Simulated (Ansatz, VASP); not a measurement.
**Eu in VASP and in Ansatz**

Contents of INCAR:

```
ALGO     = Normal         # electronic algorithm
EDIFF    = 1E-6           # SCF threshold, eV
ENCUT    = 520            # plane-wave cutoff, eV
GGA      = PE             # functional
ISIF     = 2              # what is computed and relaxed
ISMEAR   = -1             # smearing method
ISPIN    = 2              # spin polarisation
LASPH    = True           # aspherical terms in the spheres
LCHARG   = True           # write CHGCAR
LELF     = True           # ELF
LMAXMIX  = 6              # l up to which the mixer works
LORBIT   = 11             # projections on sites
LREAL    = False          # projectors in reciprocal space
LVHAR    = True         
LWAVE    = False          # write WAVECAR
MAGMOM   = 7              # initial moments
NBANDS   = 18             # bands
NELM     = 150            # most SCF steps
PREC     = Accurate       # precision mode
SIGMA    = 0.03           # smearing width, eV
```

KPOINTS

```
k-points
0
Gamma
  11 11 11
```

The input POSCAR:

```
Eu
1.0
   -2.2755000000      2.2755000000      2.2755000000
    2.2755000000     -2.2755000000      2.2755000000
    2.2755000000      2.2755000000     -2.2755000000
Eu
1
Direct
    0.0000000000      0.0000000000      0.0000000000
```

Input for Ansatz:

```yaml
crystal:
  lattice:
    - [-2.2755, 2.2755, 2.2755]
    - [2.2755, -2.2755, 2.2755]
    - [2.2755, 2.2755, -2.2755]
  atoms:
    - { symbol: Eu, position: [0.0, 0.0, 0.0], spin: 7.0 }
magnetization:
  spin_polarized: true
kpoints:
  mp_grid: { grid: [11, 11, 11] }
scf:
  occupations: { method: fermi_dirac, width: 0.03 }
hamiltonian:
  xc: pbe
  pseudopotentials:
    kind: all_electron
    lapw: { basis_error: 0.0005 }
    nuclear_model: point
output:
  forces: true
  stress: true
  eigenvalues: true
```

Alike in both runs: task single point; functional PBE; k mesh 11 × 11 × 11; occupations fermi-dirac, width 0.03 eV; collinear spin.

```csv
,VASP,Ansatz
version,VASP 6.6.1,Ansatz 0.2.0
potentials or method,"VASP PAW PBE potentials, release 64 (Eu), cutoff 520 eV","all-electron LAPW, scalar-relativistic"
```

|  | VASP | Ansatz | Ansatz less VASP |
| --- | --- | --- | --- |
| pressure (GPa) | -1.6 | -1.2 | +0.35 |
| net moment per atom (μB) | 7.29 | 7.28 | -0.005 |
| size of the moment on the site where the two differ most (μB) | 6.68 | 7.13 | +0.446 |

Site moments also hang on the region over which each program counts them. Ansatz ran all-electron here, and VASP with PAW potentials.

Neither program's run includes spin-orbit coupling.
